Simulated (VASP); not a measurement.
Set up this calculation in VASP 6.6.1, as the native input.

```
Task                   : relaxation of cell and atoms
Functional             : PBEsol
Potentials or basis    : VASP PAW PBE potentials, release 64 (Ag)
Cutoff                 : 600 eV
k mesh                 : 9 × 9 × 5
Occupations            : fermi-dirac, width 0.1 eV
Spin                   : no spin polarisation
Target pressure        : 40 GPa
Dipole correction      : no
Further INCAR settings : ALGO = Normal; EDIFF = 1e-07; IBRION = 2; EDIFFG = -0.02; NSW = 80; ISIF = 3
```

The structure of Ag lies in POSCAR:

```
Ag
1.0
    2.9300000000      0.0000000000      0.0000000000
   -1.4650000000      2.5374540000      0.0000000000
    0.0000000000      0.0000000000      4.7900000000
Ag
2
Direct
    0.3333333333      0.6666666667      0.2500000000
    0.6666666667      0.3333333333      0.7500000000
```

These files were run (other wordings do the same):

INCAR

```
SYSTEM = Ag
ALGO = Normal ; EDIFF = 1E-7
EDIFFG = -0.02 ; ENCUT = 600
GGA = PS ; IBRION = 2
ISIF = 3 ; ISMEAR = -1
LASPH = .TRUE. ; LCHARG = .FALSE.
LREAL = .FALSE. ; LWAVE = .FALSE.
NELM = 80 ; NSW = 80
PREC = Accurate ; PSTRESS = 400.0
SIGMA = 0.1
```

KPOINTS

```
k-points
0
G
  9 9 5
  0 0 0
```

Potentials or basis: VASP PAW PBE potentials, release 64 (Ag).

Run with:

```sh
$ cat potpaw_PBE.64/Ag/POTCAR > POTCAR
$ mpirun -np 1 vasp_std > vasp.out
```

Results of the run:

The relaxed volume is 13.69 Å³/atom, the relaxed cell is a = 2.676 Å, b = 2.676 Å, c = 4.417 Å, α = 90.00°, β = 90.00°, γ = 120.00° and the space group after relaxing (to 0.05 Å) is P6_3/mmc (No. 194). The energy change on relaxing (the enthalpy is what falls) is +267.3 meV/atom and the ionic steps are 11. The pressure after relaxing is 40.0 GPa and the band gap on the k mesh is zero (band 11 reaches 16.40 eV, above the bottom of band 12 at 8.19 eV).

Caveat: the cell is relaxed towards a set pressure, so the enthalpy falls and the energy may rise; the volume moved by over 15 % at a fixed basis, so the end points are rough; the PAW data sets were made with another functional, which shifts forces and pressure a little.

Run time: 2 min on 1 thread of Intel(R) Xeon(R) Platinum 8375C CPU @ 2.90GHz (Ice Lake) (shared host), peak memory 0.18 GiB.
